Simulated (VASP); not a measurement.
# In3B2As (R-3m) in VASP: relaxation of cell and atoms with PBE

Aim: the relaxation of cell and atoms of In3B2As with PBE.

All numbers are computed with VASP 6.6.1; they aren't measurements. Logs are shortened: lines on timing, memory, paths and dates and some standing lists are left out, and cuts for length are marked.

## (1) The cell of the first run

It takes space group R-3m (No. 166, trigonal). The conventional cell has a = 7.606 Å, b = 7.606 Å, c = 13.334 Å, α = 90.00°, β = 90.00°, γ = 120.00°. In (site symmetry 2/m) has 2 B at 2.20 Å within 2.9 Å. B (site symmetry 3m) has 3 In at 2.20 Å and 1 As at 2.28 Å within 2.9 Å. As (site symmetry -3m) has 2 B at 2.28 Å within 3.0 Å.

## (2) Relaxation of cell and atoms, PBE

Contents of INCAR:

```
ALGO = Normal
EDIFF = 1E-6
EDIFFG = -0.01
ENCUT = 600
GGA = PE
IBRION = 2
ISIF = 3
ISMEAR = 0
LASPH = T
LCHARG = F
LREAL = F
LWAVE = F
NELM = 80
NSW = 100
PREC = Accurate
SIGMA = 0.1
```

Contents of KPOINTS:

```
k-points
0
Gamma
  6 6 6
```

Contents of POSCAR:

```
In3B2As
1.0
    3.8030875177      2.1957136021      4.4448239537
   -3.8030875177      2.1957136021      4.4448239537
    0.0000000000     -4.3914272042      4.4448239537
In B As
3 2 1
Direct
    0.5000000000      0.5000000000      0.0000000000
    0.0000000000      0.5000000000      0.5000000000
    0.5000000000      0.0000000000      0.5000000000
    0.3291069357      0.3291069357      0.3291069357
    0.6708930643      0.6708930643      0.6708930643
    0.5000000000      0.5000000000      0.5000000000
```

Potentials or basis: VASP PAW PBE potentials, release 64 (In_d, B, As).

Started as:

```
$ cat potpaw_PBE.64/In_d/POTCAR potpaw_PBE.64/B/POTCAR potpaw_PBE.64/As/POTCAR > POTCAR
$ mpirun -np 1 vasp_std > vasp.out
```

OUTCAR:

```text
EDIFF = 1E-6
   EDIFFG = -0.01
   ENCUT = 600
   GGA = PE
   IBRION = 2
   ISIF = 3
   ISMEAR = 0
   LASPH = T
   LREAL = F
   NELM = 80
   NSW = 100
   PREC = Accurate

 ion  position               nearest neighbor table
   1  0.500  0.500  0.000-   4 2.20   5 2.20   6 3.12   6 3.12   3 3.80   2 3.80   3 3.80   2 3.80

   2  0.000  0.500  0.500-   4 2.20   5 2.20   6 3.12   6 3.12   3 3.80   3 3.80   1 3.80   1 3.80

   3  0.500  0.000  0.500-   4 2.20   5 2.20   6 3.12   6 3.12   2 3.80   2 3.80   1 3.80   1 3.80

   4  0.329  0.329  0.329-   2 2.20   3 2.20   1 2.20   6 2.28
   5  0.671  0.671  0.671-   2 2.20   3 2.20   1 2.20   6 2.28
   6  0.500  0.500  0.500-   4 2.28   5 2.28   2 3.12   3 3.12   3 3.12   2 3.12   1 3.12   1 3.12

  LATTYP: Found a trigonal (rhomboedric) cell.
 ALAT       =     6.2482871948
 COS(alpha) =     0.2590640474

  Lattice vectors:

 A1 = (   3.8030875177,   2.1957136021,   4.4448239537)
 A2 = (  -3.8030875177,   2.1957136021,   4.4448239537)
 A3 = (   0.0000000000,  -4.3914272042,   4.4448239537)

Analysis of symmetry for initial positions (statically):
=====================================================================
 Subroutine PRICEL returns:
 Original cell was already a primitive cell.

 Routine SETGRP: Setting up the symmetry group for a
 trigonal (rhombohedral) supercell.

 Subroutine GETGRP returns: Found 12 space group operations
 (whereof 12 operations were pure point group operations)
 out of a pool of 12 trial point group operations.

The static configuration has the point symmetry D_3d.

Analysis of symmetry for dynamics (positions and initial velocities):
=====================================================================
 Subroutine PRICEL returns:
 Original cell was already a primitive cell.

 Routine SETGRP: Setting up the symmetry group for a
 trigonal (rhombohedral) supercell.

 Subroutine GETGRP returns: Found 12 space group operations
 (whereof 12 operations were pure point group operations)
 out of a pool of 12 trial point group operations.

The dynamic configuration has the point symmetry D_3d.

 Subroutine INISYM returns: Found 12 space group operations
 (whereof 12 operations are pure point group operations),
 and found     1 'primitive' translations

----------------------------------------------------------------------------------------

                                     Primitive cell

  volume of cell :     222.6988
[... 102 lines left out ...]
   NFREE  =      1    steps in history (QN), initial steepest desc. (CG)
   ISIF   =      3    stress and relaxation
   ISYM   =      2    0-nonsym 1-usesym 2-fastsym
   POTIM  = 0.5000    time-step for ionic-motion
   TEBEG  =    0.0;   TEEND  =   0.0 temperature during run
   PSTRESS=    0.0 pullay stress
   NELECT =      50.0000    total number of electrons
   NUPDOWN=      -1.0000    fix difference up-down
   EMIN   =  10.00;   EMAX   =-10.00  energy-range for DOS
   EFERMI =   0.00;   METHOD = LEGACY
   ISMEAR =     0;   SIGMA  =   0.10  broadening in eV -4-tet -1-fermi 0-gaus
   EFERMI_NEDOS =   21; number of points for ismear=-14 and -15
   IALGO  =     38    algorithm
   IMIX   =      4    mixing-type and parameters
     AMIX     =   0.40;   BMIX     =  1.00
     AMIX_MAG =   1.60;   BMIX_MAG =  1.00
  volume/ion in A,a.u.               =      37.12       250.47
  Fermi-wavevector in a.u.,A,eV,Ry     =   0.995006  1.880288 13.470261  0.990036
  Thomas-Fermi vector in A             =   2.126996
   LORBIT       =      0    0 simple, 1 ext, 2 COOP (PROOUT), +10 PAW based schemes
   GGA     = PE    functional components
   LHFCALC =     F    Hartree Fock is set to
   AEXX    =    0.0000 exact exchange contribution
   IVDW    =     0    specifies the selected vdW correction
   LEPSILON=     F    determine dielectric tensor
   LRPA    =     F    only Hartree local field effects (RPA)
 conjugate gradient relaxation of ions
 non-spin polarized calculation
 Gauss-broadening in eV      SIGMA  =   0.10
  energy-cutoff  :      600.00
  volume of cell :      222.70
 maximum number of plane-waves:      7469
 NGX is ok and might be reduce to    50
   NGX = 25   NGY = 25   NGZ = 25

 number of electron      50.0000032 magnetization

 Free energy of the ion-electron system (eV)
  ---------------------------------------------------
  ext. energy  EPLUGINS =         0.00000000
  ---------------------------------------------------
  free energy    TOTEN  =       -20.04425229 eV

  energy without entropy =      -20.03330752  energy(sigma->0) =      -20.03877991

 E-fermi :   2.1927     XC(G=0):  -6.8292

 val. band max:        2.1009748508   @ k =   0.0000   0.0000   0.0000
 cond. band min:       2.2077736720   @ k =   0.5000   0.5000   0.1667
 fundamental gap:      0.1067988213
 Fermi energy:         2.1927386102

 k-point     1 :       0.0000    0.0000    0.0000
  band No.  band energies     occupation
      1     -13.4216      2.00000
      2     -13.1547      2.00000
      3     -13.1547      2.00000
      4     -13.0483      2.00000
      5     -13.0467      2.00000
      6     -13.0467      2.00000
[... 781 lines left out ...]
     29       4.2095      0.00000
     30       4.2387      0.00000

 [... further k-points ...]

------------------------ aborting loop because EDIFF is reached ----------------------------------------

  FORCE on cell =-STRESS in cart. coord.  units (eV):
  Direction    XX          YY          ZZ          XY          YZ          ZX
  --------------------------------------------------------------------------------------
  -------------------------------------------------------------------------------------
  Total       -0.0275075     -0.0275075      0.0109511      0.0000000      0.0000000      0.0000000
  in kB       -0.1978994     -0.1978994      0.0787866      0.0000000      0.0000000      0.0000000
  external PRESSURE =      -0.1056707 kB  Pullay stress =       0.0000000 kB

 VOLUME and BASIS-vectors are now :
 -----------------------------------------------------------------------------
  energy-cutoff  :      600.00
  volume of cell :      222.70
      direct lattice vectors                 reciprocal lattice vectors
     3.803087518  2.195713602  4.444823954     0.131472126  0.075905467  0.074993596
    -3.803087518  2.195713602  4.444823954    -0.131472126  0.075905467  0.074993596
     0.000000000 -4.391427204  4.444823954     0.000000000 -0.151810934  0.074993596

 POSITION                                       TOTAL-FORCE (eV/Angst)
 -----------------------------------------------------------------------------------
      0.00000      2.19571      4.44482        -0.000000     -0.000000      0.000000
     -1.90154     -1.09786      4.44482         0.000000     -0.000000      0.000000
      1.90154     -1.09786      4.44482        -0.000000     -0.000000      0.000000
      0.00000      0.00000      4.38847         0.000000      0.000000     -0.002406
      0.00000      0.00000      8.94600         0.000000     -0.000000      0.002406
      0.00000      0.00000      6.66724         0.000000     -0.000000      0.000000
 -----------------------------------------------------------------------------------
    total drift:                                0.000000     -0.000000      0.000000

  FREE ENERGIE OF THE ION-ELECTRON SYSTEM (eV)
  ---------------------------------------------------
  free  energy   TOTEN  =       -20.0442522903 eV

  energy  without entropy=      -20.0333075217  energy(sigma->0) =      -20.03877991

 reached required accuracy - stopping structural energy minimisation
```

OSZICAR:

```text
N       E                     dE             d eps       ncg     rms          rms(c)
DAV:   1     0.454508162378E+03    0.45451E+03   -0.24232E+04  1920   0.184E+03
DAV:   2     0.305557810723E+02   -0.42395E+03   -0.41517E+03  1962   0.435E+02
DAV:   3    -0.211121984394E+02   -0.51668E+02   -0.50628E+02  2508   0.176E+02
DAV:   4    -0.235817334615E+02   -0.24695E+01   -0.24310E+01  2228   0.408E+01
DAV:   5    -0.236872037345E+02   -0.10547E+00   -0.10519E+00  2702   0.764E+00    0.103E+01
DAV:   6    -0.201655269615E+02    0.35217E+01   -0.11600E+01  2912   0.235E+01    0.478E+00
DAV:   7    -0.200481191017E+02    0.11741E+00   -0.21129E+00  2242   0.646E+00    0.187E+00
DAV:   8    -0.200378634632E+02    0.10256E-01   -0.17106E-01  2458   0.335E+00    0.117E+00
DAV:   9    -0.200351352479E+02    0.27282E-02   -0.27008E-02  2520   0.984E-01    0.797E-01
DAV:  10    -0.200399622612E+02   -0.48270E-02   -0.12849E-02  2602   0.693E-01    0.279E-01
DAV:  11    -0.200424934694E+02   -0.25312E-02   -0.53683E-03  2426   0.491E-01    0.631E-02
DAV:  12    -0.200436207929E+02   -0.11273E-02   -0.10307E-03  2488   0.150E-01    0.423E-02
DAV:  13    -0.200441603723E+02   -0.53958E-03   -0.59562E-04  2230   0.108E-01    0.995E-03
DAV:  14    -0.200442368633E+02   -0.76491E-04   -0.93398E-05  2196   0.382E-02    0.134E-02
DAV:  15    -0.200442490625E+02   -0.12199E-04   -0.18704E-05  2160   0.197E-02    0.333E-03
DAV:  16    -0.200442522664E+02   -0.32040E-05   -0.43876E-06  1826   0.107E-02    0.675E-03
DAV:  17    -0.200442522903E+02   -0.23867E-07   -0.75340E-07  1490   0.492E-03
   1 F= -.20044252E+02 E0= -.20038780E+02  d E =-.200443E+02
```

It took 3.9 min on 1 thread of Oxide Virtual Turin-like, shared host; peak memory 0.48 GiB.

Results:

```
Free energy             : -20.0443 eV
Pressure after relaxing : 0.0 GPa
Band gap on the k mesh  : zero (band 25 reaches 2.24 eV, above the bottom of band 26 at 2.10 eV)
```

Forces in eV/Å, atoms in the order of the input:
```
In   0.000  0.000  0.000
In   0.000  0.000  0.000
In   0.000  0.000  0.000
B    0.000  0.000 -0.002
B    0.000  0.000  0.002
As   0.000  0.000  0.000
```

Final structure:
```cif
data_structure
_symmetry_space_group_name_H-M 'P 1'
_symmetry_Int_Tables_number 1
_cell_length_a 6.2483
_cell_length_b 6.2483
_cell_length_c 6.2483
_cell_angle_alpha 74.985
_cell_angle_beta 74.985
_cell_angle_gamma 74.985
_cell_volume 222.70
loop_
_atom_site_label
_atom_site_type_symbol
_atom_site_fract_x
_atom_site_fract_y
_atom_site_fract_z
_atom_site_occupancy
In1 In 0.50000 0.50000 0.00000 1
In2 In 0.00000 0.50000 0.50000 1
In3 In 0.50000 0.00000 0.50000 1
B1 B 0.32911 0.32911 0.32911 1
B2 B 0.67089 0.67089 0.67089 1
As1 As 0.50000 0.50000 0.50000 1
```

Caveat: the relaxation stopped at its first step, so nothing moved; spin-orbit coupling is left out, which moves the levels of the heavy elements.
